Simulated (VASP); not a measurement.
Input of a VASP 6.6.1 run:

POSCAR

```
MgO
1.0
    0.0000000000      2.1021086852      1.9759821641
    2.1021086852      0.0000000000      1.9759821641
    2.1021086852      2.1021086852      0.0000000000
Mg O
1 1
Direct
    0.0000000000      0.0000000000      0.0000000000
    0.5000000000      0.5000000000      0.5000000000
```

File INCAR.step1:

```
  PREC = Accurate
  ENCUT = 520
  ISMEAR = 0
  SIGMA = 0.05
  LREAL = False
  LASPH = True
  NELM = 100
  NBANDS = 11
  GGA = PE
  ALGO = Normal
  EDIFF = 1E-4
  LWAVE = True
  LCHARG = False
```

Contents of INCAR.step2:

```
  PREC = Accurate
  ENCUT = 520
  EDIFF = 1E-7
  ISMEAR = 0
  SIGMA = 0.05
  LREAL = False
  LASPH = True
  NELM = 100
  ALGO = Normal
  ISIF = 2
  LWAVE = False
  LCHARG = False
  METAGGA = R2SCAN
  LMIXTAU = True
  NBANDS = 11
  ISTART = 1
```

KPOINTS

```
regular mesh
0
Gamma
  10 10 10
```

Potentials or basis: VASP PAW PBE potentials, release 64 (Mg, O).

Launch:

```console
$ cat potpaw_PBE.64/Mg/POTCAR potpaw_PBE.64/O/POTCAR > POTCAR
$ cp INCAR.step1 INCAR
$ mpirun -np 1 vasp_std > vasp.out
$ cp INCAR.step2 INCAR
$ mpirun -np 1 vasp_std > vasp.out
```

Question: Estimate the band gap on the k mesh.

Answer: 6.23 eV, direct.

Question: What does it give for the pressure?

Answer: 12.3 GPa.

Stress tensor (GPa, compression positive):
```
 5.26  0.00  0.00
 0.00  5.26  0.00
 0.00  0.00 26.25
```

Caveat: the cell differs from its parent crystal (strain -0.0600 x Voigt [0, 0, 1, 0, 0, 0]); the PAW data sets were made with another functional, which shifts forces and pressure a little.
